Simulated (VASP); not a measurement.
## Rh: single point with LDA

System: Rh, a slab with vacuum.

```
Rh
1.0
     2.65439    0.00000    0.00000
     0.00000    2.65439    0.00000
     0.00000    0.00000   23.50780
Rh
5
Direct
  0.00000 0.00000 0.34345
  0.50000 0.50000 0.41958
  0.00000 0.00000 0.50000
  0.50000 0.50000 0.58042
  0.00000 0.00000 0.65655
```

| Quantity | Value |
| --- | --- |
| Program | VASP 6.6.1 |
| Task | single point |
| Functional | LDA |
| Potentials or basis | VASP PAW LDA potentials, release 64 (Rh_pv) |
| Cutoff | 520 eV |
| k mesh | 14 × 14 × 1 |
| Occupations | fermi-dirac, width 0.05 eV |
| Spin | no spin polarisation |

```yaml
Largest_force: 0.050 eV/Å
Band_gap_on_the_k_mesh: zero (an odd number of electrons rules out a gap without spin polarisation)
```

Forces on the atoms (eV/Å):
```
Rh   0.000  0.000 -0.050
Rh   0.000  0.000  0.003
Rh   0.000  0.000  0.000
Rh   0.000  0.000 -0.003
Rh   0.000  0.000  0.050
```

Levels at points of the mesh, in eV from the Fermi level:
```csv
k point,band 35,band 36,band 37,band 38,band 39,band 40
"(0.00, 0.00, 0.00)",-0.98,-0.69,-0.60,-0.01,0.14,0.14
"(0.50, 0.00, 0.00)",-0.68,-0.15,0.19,0.33,0.46,0.62
"(0.50, 0.50, 0.00)",0.46,0.97,0.97,1.10,1.54,1.54
```

Wall time 3.5 min on 1 thread of Oxide Virtual Turin-like Processor (shared host), peak memory 0.28 GiB.
